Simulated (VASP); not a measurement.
Here is a VASP 6.6.1 calculation.

INCAR

```
PREC = Accurate ; ENCUT = 520
EDIFF = 1E-7 ; ISMEAR = 1
SIGMA = 0.05 ; LREAL = F
LASPH = T ; NELM = 60
ALGO = Fast ; ISIF = 2
LWAVE = F ; LCHARG = F
NBANDS = 10
```

KPOINTS

```
Automatic mesh
0
Gamma
  7 7 7
```

File POSCAR:

```
Mg
1.0
    1.5926943142      0.9195424911      7.6998773267
   -1.5926943142      0.9195424911      7.6998773267
    0.0000000000     -1.8390849821      7.6998773267
Mg
3
Direct
    0.7654790000      0.7957600000      0.7756680000
    0.2114880000      0.2235670000      0.2248280000
    0.0111920000     -0.0040160000     -0.0056530000
```

Potentials or basis: VASP PAW LDA potentials, release 64 (Mg).

Launch:

```bash
$ cat potpaw_LDA.64/Mg/POTCAR > POTCAR
$ mpirun -np 1 vasp_std > vasp.out
```

Predict the band gap on the k mesh.

zero (bands 3 and 4 overlap by 1.65 eV).

Estimate the pressure.

-1.7 GPa.

What does it give for the largest force?

0.218 eV/Å.

Stress tensor (GPa, compression positive):
```
-2.39  0.03  0.03
 0.03 -2.37  0.01
 0.03  0.01 -0.22
```
